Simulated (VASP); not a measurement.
Wanted: the native input for a VASP 6.6.1 run.

```
Task                   : single point
Functional             : LDA
Potentials or basis    : VASP PAW LDA potentials, release 64 (Ti_sv, C)
Cutoff                 : 520 eV
k mesh                 : 20 × 20 × 20
Occupations            : gaussian, width 0.15 eV
Spin                   : no spin polarisation
Dipole correction      : no
Further INCAR settings : ALGO = Normal; EDIFF = 1e-07; NBANDS = 15
```

The structure of TiC lies in POSCAR:

```
TiC
1.0
    0.0000000000      2.0364019665      2.4436823598
    2.0364019665      0.0000000000      2.4436823598
    2.0364019665      2.0364019665      0.0000000000
Ti C
1 1
Direct
    0.0000000000      0.0000000000      0.0000000000
    0.5000000000      0.5000000000      0.5000000000
```

This cell differs from its parent crystal: ratio of the length along z to the lengths across it x 1.2, volume and fractional coordinates fixed.

The input as run:

INCAR

```
PREC = Accurate
ENCUT = 520
EDIFF = 1E-7
ISMEAR = 0
SIGMA = 0.15
LREAL = False
LASPH = True
NELM = 100
ALGO = Normal
ISIF = 2
LWAVE = False
LCHARG = False
NBANDS = 15
```

KPOINTS

```
Automatic mesh
0
Gamma
  20 20 20
```

Potentials or basis: VASP PAW LDA potentials, release 64 (Ti_sv, C).

Launch:

```bash
$ cat potpaw_LDA.64/Ti_sv/POTCAR potpaw_LDA.64/C/POTCAR > POTCAR
$ mpirun -np 1 vasp_std > vasp.out
```

Results of the run:

```
Pressure               : 3.8 GPa
Band gap on the k mesh : zero (bands 8 and 9 overlap by 2.02 eV)
```

Caveat: the stress differs along the axes, from -36 to 24 GPa.

Run time: 120 s on 1 thread of Intel Xeon 8259CL, on a shared host, peak memory 0.3 GiB.
